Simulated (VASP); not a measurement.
# CuSi16 (a cell with a defect) in VASP: a series of runs, part 3 of 3

VASP 6.6.1.

### 7 Single point, PBE

The input, INCAR:

```
PREC     = Accurate       # precision mode
ENCUT    = 520            # plane-wave cutoff, eV
EDIFF    = 1E-6           # SCF threshold, eV
ISMEAR   = 0              # smearing method
SIGMA    = 0.02           # smearing width, eV
LREAL    = Auto         
LASPH    = T              # aspherical terms in the spheres
NELM     = 100            # most SCF steps
ALGO     = Normal         # electronic algorithm
ISIF     = 2              # what is computed and relaxed
LWAVE    = F              # write WAVECAR
LCHARG   = F              # write CHGCAR
GGA      = PE             # functional
NELECT   = 74.0         
NBANDS   = 52             # bands
```

The input, KPOINTS:

```
Automatic mesh
0
Gamma
  2 2 2
```

The input, POSCAR:

```
CuSi16
1.0
    0.0000000000      5.4300000000      5.4300000000
    5.4300000000      0.0000000000      5.4300000000
    5.4300000000      5.4300000000      0.0000000000
Si Cu
16 1
Direct
   -0.0082380295     -0.0008608656      0.0008719153
    0.1220648250      0.1184285451      0.1414167587
    0.0083580110     -0.0424651934      0.5092143646
    0.1168325967      0.1124550645      0.6171791897
   -0.0020634438      0.4923864641      0.0131091160
    0.1228846225      0.6270789134      0.1277343462
   -0.0002838858      0.4868829650      0.5002010129
    0.1389704420      0.5858945672      0.6393247698
    0.5044044199      0.0015900552      0.0050377532
    0.6205872928      0.1437939227      0.1208456722
    0.5002944751     -0.0006867403      0.4921325967
    0.6406575506      0.1186094843      0.6225374770
    0.4953639042      0.5149565378     -0.0042060773
    0.6254066298      0.6289729282      0.1257169429
    0.5126445672      0.4925488029      0.4983165746
    0.6273052486      0.6272371087      0.6232507366
    0.2753406077      1.1618774401      0.7760636280
```

Potentials or basis: VASP PAW PBE potentials, release 64 (Si, Cu).

Started as:

```sh
$ cat potpaw_PBE.64/Si/POTCAR potpaw_PBE.64/Cu/POTCAR > POTCAR
$ mpirun -np 1 vasp_std > vasp.out
```

OUTCAR:

```text
PREC = Accurate
   ENCUT = 520
   EDIFF = 1E-6
   ISMEAR = 0
   LREAL = Auto
   LASPH = T
   NELM = 100
   ISIF = 2
   GGA = PE
   NELECT = 74.0

 ion  position               nearest neighbor table
   1  0.992  0.999  0.001-  10 2.33   6 2.33   4 2.41   2 2.45  17 2.47
   2  0.122  0.118  0.141-   3 2.32   5 2.34  17 2.35   9 2.40   1 2.45
   3  0.008  0.958  0.509-  12 2.32   2 2.32   8 2.33   4 2.34
   4  0.117  0.112  0.617-   3 2.34   7 2.35  17 2.35  11 2.41   1 2.41
   5  0.998  0.492  0.013-  14 2.34   2 2.34   6 2.35   8 2.35
   6  0.123  0.627  0.128-   1 2.33  13 2.34   7 2.34   5 2.35
   7  1.000  0.487  0.500-  16 2.34   6 2.34   4 2.35   8 2.37
   8  0.139  0.586  0.639-   3 2.33  15 2.35   5 2.35   7 2.37  17 2.66
   9  0.504  0.002  0.005-  14 2.34  10 2.35   2 2.40  12 2.40  17 2.54
  10  0.621  0.144  0.121-  13 2.33   1 2.33  11 2.33   9 2.35
  11  0.500  0.999  0.492-  10 2.33  16 2.33   4 2.41  12 2.45  17 2.47
  12  0.641  0.119  0.623-   3 2.32  15 2.34  17 2.35   9 2.40  11 2.45
  13  0.495  0.515  0.996-  10 2.33   6 2.34  16 2.34  14 2.35
  14  0.625  0.629  0.126-   9 2.34   5 2.34  15 2.34  13 2.35
  15  0.513  0.493  0.498-  14 2.34  12 2.34  16 2.35   8 2.35
[... 209 lines left out ...]
      1      -5.8946      2.00000
      2      -3.5305      2.00000
      3      -3.5156      2.00000
      4      -3.4865      2.00000
      5      -3.4659      2.00000
      6      -2.0109      2.00000
[... 405 lines left out ...]
     48      10.4750      0.00000
     49      10.4941      0.00000
 [bands above 49 left out]

------------------------ aborting loop because EDIFF is reached ----------------------------------------

  FORCE on cell =-STRESS in cart. coord.  units (eV):
  Direction    XX          YY          ZZ          XY          YZ          ZX
  --------------------------------------------------------------------------------------
  -------------------------------------------------------------------------------------
  Total       -1.3522261     -1.9643104     -1.3288021     -0.0996938     -0.0666419     -0.7689907
  in kB       -6.7659755     -9.8285897     -6.6487715     -0.4988260     -0.3334483     -3.8477085
  external PRESSURE =      -7.7477789 kB  Pullay stress =       0.0000000 kB

 VOLUME and BASIS-vectors are now :
 -----------------------------------------------------------------------------
  energy-cutoff  :      520.00
  volume of cell :      320.21
      direct lattice vectors                 reciprocal lattice vectors
     0.000000000  5.430000000  5.430000000    -0.092081031  0.092081031  0.092081031
     5.430000000  0.000000000  5.430000000     0.092081031 -0.092081031  0.092081031
     5.430000000  5.430000000  0.000000000     0.092081031  0.092081031 -0.092081031

 POSITION                                       TOTAL-FORCE (eV/Angst)
 -----------------------------------------------------------------------------------
      5.43006      5.39000     10.81059         0.003094      0.005713     -0.007369
      1.41096      1.43070      1.30588        -0.000482     -0.004173     -0.011055
      7.96445      2.81042      5.24480         0.003540      0.000209      0.010603
      3.96191      3.98568      1.24503        -0.001071     -0.005328     -0.007007
      2.74484      5.48998      8.09245         0.001704      0.000358      0.004622
      4.09864      1.36086      4.07230        -0.000111     -0.000292     -0.002544
[... 9 lines left out ...]
      6.79015      6.79052      6.81217        -0.000056     -0.000679     -0.004104
      5.09302      5.70912      2.37409         0.010720     -0.003620      0.011204
 -----------------------------------------------------------------------------------
    total drift:                                0.003651     -0.007686      0.006368

  FREE ENERGIE OF THE ION-ELECTRON SYSTEM (eV)
  ---------------------------------------------------
  free  energy   TOTEN  =       -94.2229083445 eV

  energy  without entropy=      -94.2229083441  energy(sigma->0) =      -94.22290834
```

OSZICAR:

```text
N       E                     dE             d eps       ncg     rms          rms(c)
DAV:   1     0.329498146103E+03    0.32950E+03   -0.27617E+04   832   0.123E+03
DAV:   2    -0.552946226953E+02   -0.38479E+03   -0.35919E+03   860   0.241E+02
DAV:   3    -0.961320427190E+02   -0.40837E+02   -0.38654E+02  1128   0.791E+01
DAV:   4    -0.980314151427E+02   -0.18994E+01   -0.18714E+01  1144   0.170E+01
[... 11 lines left out ...]
DAV:  16    -0.942229480688E+02    0.22365E-04   -0.54855E-04  1336   0.154E-01    0.483E-02
DAV:  17    -0.942229169008E+02    0.31168E-04   -0.49843E-05  1360   0.178E-01    0.261E-02
DAV:  18    -0.942229082971E+02    0.86037E-05   -0.35164E-05  1360   0.126E-01    0.981E-03
DAV:  19    -0.942229081983E+02    0.98833E-07   -0.16493E-05  1208   0.582E-02    0.209E-03
DAV:  20    -0.942229083445E+02   -0.14620E-06   -0.66176E-07   664   0.152E-02
   1 F= -.94222908E+02 E0= -.94222908E+02  d E =-.359471E-09
```

stdout:

```text
POSCAR found type information on POSCAR SiCu
 POSCAR found :  2 types and      17 ions
 scaLAPACK will be used
 LDA part: xc-table for (Slater+PW92), standard interpolation
 POSCAR, INCAR and KPOINTS ok, starting setup
 FFT: planning ... GRIDC
 FFT: planning ... GRID_SOFT
 FFT: planning ... GRID
 WAVECAR not read
 entering main loop
 the old and the new charge density differ
 old charge density:    75.00000 new   74.00000
    0.225E+01
```

Wall time 4.2 min (1 thread of Intel Xeon 6975P-C (Granite Rapids), shared host); peak memory 0.48 GiB.

What came out:

| Item | Value |
| --- | --- |
| Free energy | -94.2229 eV |
| Largest force | 0.016 eV/Å |

Forces on the atoms (eV/Å):
```
Si   0.003  0.006 -0.007
Si   0.000 -0.004 -0.011
Si   0.004  0.000  0.011
Si  -0.001 -0.005 -0.007
Si   0.002  0.000  0.005
Si   0.000  0.000 -0.003
Si   0.002  0.001  0.004
Si   0.001 -0.008 -0.002
Si   0.000  0.011  0.004
Si  -0.001 -0.003 -0.006
Si  -0.011  0.006  0.006
Si  -0.008 -0.002 -0.001
Si  -0.003  0.003  0.000
Si   0.001 -0.001 -0.003
Si   0.001  0.001  0.004
Si   0.000 -0.001 -0.004
Cu   0.011 -0.004  0.011
```

Caveat: the k points lie up to 0.50 Å⁻¹ apart; the cell carries a net charge on a neutralising background, which shifts energy and pressure; the cell is charged against a uniform background, so pressure and absolute levels hang on convention.
